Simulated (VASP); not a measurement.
# ScOs3 in VASP: a series of runs, part 2 of 2

VASP 6.6.1.

### Step 3. Single point, PBE, collinear spin, zero start

The input, INCAR:

```
PREC = Accurate ; ENCUT = 520
EDIFF = 1E-6 ; ISMEAR = -1
SIGMA = 0.1 ; LREAL = F
LASPH = T ; NELM = 150
ALGO = Normal ; ISIF = 2
LWAVE = F ; LCHARG = F
ISPIN = 2 ; MAGMOM = 0 0 0 0 0 0 0 0
LORBIT = 11 ; LMAXMIX = 4
GGA = PE ; NBANDS = 49
```

The input, KPOINTS:

```
regular mesh
0
Gamma
  4 4 4
```

The input, POSCAR:

```
ScOs3
1.0
    5.5151460000      0.0000000000      0.0000000000
   -2.7575730000      4.7762620000      0.0000000000
    0.0000000000      0.0000000000      4.5047300000
Os Sc
6 2
Direct
    0.8390000000      0.6780000000      0.2500000000
    0.1610000000      0.8390000000      0.7500000000
    0.3220000000      0.1610000000      0.2500000000
    0.1610000000      0.3220000000      0.7500000000
    0.8390000000      0.1610000000      0.2500000000
    0.6780000000      0.8390000000      0.7500000000
    0.3333000000      0.6667000000      0.2500000000
    0.6666000000      0.3333000000      0.7500000000
```

Potentials or basis: VASP PAW PBE potentials, release 64 (Os, Sc_sv).

On the command line:

```
cat potpaw_PBE.64/Os/POTCAR potpaw_PBE.64/Sc_sv/POTCAR > POTCAR
mpirun -np 1 vasp_std > vasp.out
```

OUTCAR:

```text
PREC = Accurate
   ENCUT = 520
   EDIFF = 1E-6
   ISMEAR = -1
   LREAL = F
   LASPH = T
   NELM = 150
   ISIF = 2
   ISPIN = 2
   LORBIT = 11
   GGA = PE

 ion  position               nearest neighbor table
   1  0.839  0.678  0.250-   3 2.66   5 2.66   2 2.73   6 2.73   2 2.73   6 2.73   7 2.76   7 2.76
                             8 2.79   8 2.79   5 2.85   3 2.85
   2  0.161  0.839  0.750-   6 2.66   4 2.66   1 2.73   1 2.73   3 2.73   3 2.73   8 2.76   8 2.76
                             7 2.79   7 2.79   6 2.85   4 2.85
   3  0.322  0.161  0.250-   5 2.66   1 2.66   4 2.73   4 2.73   2 2.73   2 2.73   7 2.76   7 2.76
                             8 2.79   8 2.79   5 2.85   1 2.85
[... 2360 lines left out ...]
      4.18324      0.76898      1.12618        -0.927020      0.535428      0.000000
      1.42567      4.00728      3.37855        -0.927020     -0.535428      0.000000
     -0.00028      3.18433      1.12618         0.003830     -0.002248      0.000000
      2.75730      1.59193      3.37855         0.003830      0.002248     -0.000000
 -----------------------------------------------------------------------------------
    total drift:                                0.000086     -0.000000      0.000000

  FREE ENERGIE OF THE ION-ELECTRON SYSTEM (eV)
  ---------------------------------------------------
  free  energy   TOTEN  =       -79.0307425871 eV

  energy  without entropy=      -78.7473597906  energy(sigma->0) =      -78.88905119

 total charge

# of ion       s       p       d       tot
------------------------------------------
    1        0.685   0.630   6.053   7.368
    2        0.685   0.630   6.053   7.368
    3        0.685   0.630   6.053   7.368
    4        0.685   0.630   6.053   7.368
    5        0.685   0.630   6.053   7.368
    6        0.685   0.630   6.053   7.368
    7        2.279   6.279   1.337   9.895
    8        2.279   6.279   1.337   9.895
--------------------------------------------------
tot          8.665  16.338  38.994  63.997

 magnetization (x)

# of ion       s       p       d       tot
------------------------------------------
    1        0.000   0.000   0.000   0.000
    2       -0.000  -0.000   0.000   0.000
    3       -0.000  -0.000   0.000   0.000
    4        0.000   0.000   0.000   0.000
    5       -0.000  -0.000   0.000   0.000
    6       -0.000  -0.000   0.000   0.000
    7       -0.000   0.000   0.000   0.000
    8       -0.000   0.000   0.000   0.000
--------------------------------------------------
tot         -0.000   0.000   0.000   0.000
```

OSZICAR:

```text
N       E                     dE             d eps       ncg     rms          rms(c)
DAV:   1     0.882402664760E+03    0.88240E+03   -0.31071E+04  4124   0.149E+03
DAV:   2     0.180442528527E+02   -0.86436E+03   -0.83636E+03  4117   0.519E+02
DAV:   3    -0.744957102112E+02   -0.92540E+02   -0.84028E+02  5899   0.157E+02
DAV:   4    -0.835820217168E+02   -0.90863E+01   -0.86090E+01  6792   0.583E+01
DAV:   5    -0.838530112171E+02   -0.27099E+00   -0.26607E+00  6320   0.943E+00    0.372E+01
DAV:   6    -0.799521893962E+02    0.39008E+01   -0.70243E+00  5400   0.125E+01    0.146E+01
DAV:   7    -0.791124440411E+02    0.83975E+00   -0.36729E+00  6328   0.166E+01    0.512E+00
DAV:   8    -0.790454145301E+02    0.67030E-01   -0.28125E-01  6984   0.306E+00    0.229E+00
DAV:   9    -0.790336641083E+02    0.11750E-01   -0.22853E-02  6424   0.903E-01    0.112E+00
DAV:  10    -0.790308566508E+02    0.28075E-02   -0.10221E-02  6224   0.930E-01    0.236E-01
DAV:  11    -0.790307688076E+02    0.87843E-04   -0.14971E-03  6487   0.281E-01    0.184E-01
DAV:  12    -0.790307534937E+02    0.15314E-04   -0.29964E-04  6416   0.117E-01    0.104E-01
DAV:  13    -0.790307500326E+02    0.34611E-05   -0.56033E-05  5972   0.518E-02    0.560E-02
DAV:  14    -0.790307488616E+02    0.11711E-05   -0.19656E-05  6672   0.320E-02    0.202E-02
DAV:  15    -0.790307430388E+02    0.58228E-05   -0.81178E-06  5696   0.182E-02    0.503E-03
DAV:  16    -0.790307425871E+02    0.45166E-06   -0.48508E-07  3232   0.537E-03
   1 F= -.79030743E+02 E0= -.78889051E+02  d E =-.283383E+00  mag=     0.0000
```

stdout:

```text
POSCAR found type information on POSCAR OsSc
 POSCAR found :  2 types and       8 ions
 scaLAPACK will be used
 LDA part: xc-table for (Slater+PW92), standard interpolation
 POSCAR, INCAR and KPOINTS ok, starting setup
 FFT: planning ... GRIDC
 FFT: planning ... GRID_SOFT
 FFT: planning ... GRID
 WAVECAR not read
 entering main loop
```

Wall time 11 min (1 thread of Intel Xeon 8259CL, shared host); peak memory 0.39 GiB.

Results:

```yaml
Free_energy: -79.0307 eV
Pressure: 12.9 GPa
Largest_force: 1.071 eV/Å
Band_gap_on_the_k_mesh: zero (filled and empty bands overlap)
Net_moment: 0.00 μB per cell
Valence_electrons_inside_the_program's_atomic_spheres: Os 7.37; Sc 9.89
```

Forces in eV/Å, atoms in the order of the input:
```
Os  -0.002 -1.071  0.000
Os   0.926 -0.537  0.000
Os   0.926  0.537  0.000
Os  -0.002  1.071  0.000
Os  -0.927  0.535  0.000
Os  -0.927 -0.535  0.000
Sc   0.004 -0.002  0.000
Sc   0.004  0.002  0.000
```

Caveat: the cell stands under pressure; spin-orbit coupling is left out, which moves the levels of the heavy elements; forces of over 1 eV/Å act on the atoms, so gaps and moduli don't describe the material at rest.
